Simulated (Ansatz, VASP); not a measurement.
**One calculation of Bi, two programs**

```
Bi
1.0
     2.33567    1.34850    4.00370
    -2.33567    1.34850    4.00370
     0.00000   -2.69700    4.00370
Bi
2
Direct
  0.22546 0.22546 0.22546
  0.77454 0.77454 0.77454
```

Alike in both runs: task single point; functional PBEsol; k mesh 12 × 12 × 12; occupations gaussian, width 0.1 eV; no spin polarisation.

|  | VASP | Ansatz |
| --- | --- | --- |
| version | VASP 6.6.1 | Ansatz 0.2.0 |
| potentials or method | VASP PAW PBE potentials, release 64 (Bi_d), cutoff 520 eV | scalar-relativistic, plane waves, PAW |
| valence electrons in the cell | 30 | 30 |

Ansatz gave:

- gap on the k mesh at the Fermi level (eV): none
- pressure (GPa): -1.4
- traceless stress, the component that is largest in VASP (GPa): 1.00
- rms of the force components (eV/Å): 0.381

Problem. Which values does VASP return?

Solution. gap on the k mesh at the Fermi level (eV): none; pressure (GPa): -1.4; traceless stress, the component that is largest in VASP (GPa): 0.99; rms of the force components (eV/Å): 0.385.

VASP's potentials were made for PBE, not for PBEsol. Atom by atom the forces differ by 0.003 eV/Å (rms over components). A gap of «none» marks a metal or a gap that the smearing closes. The functional is the same, so the differences come from potentials, cutoffs and numerics.

Neither program's run includes spin-orbit coupling.
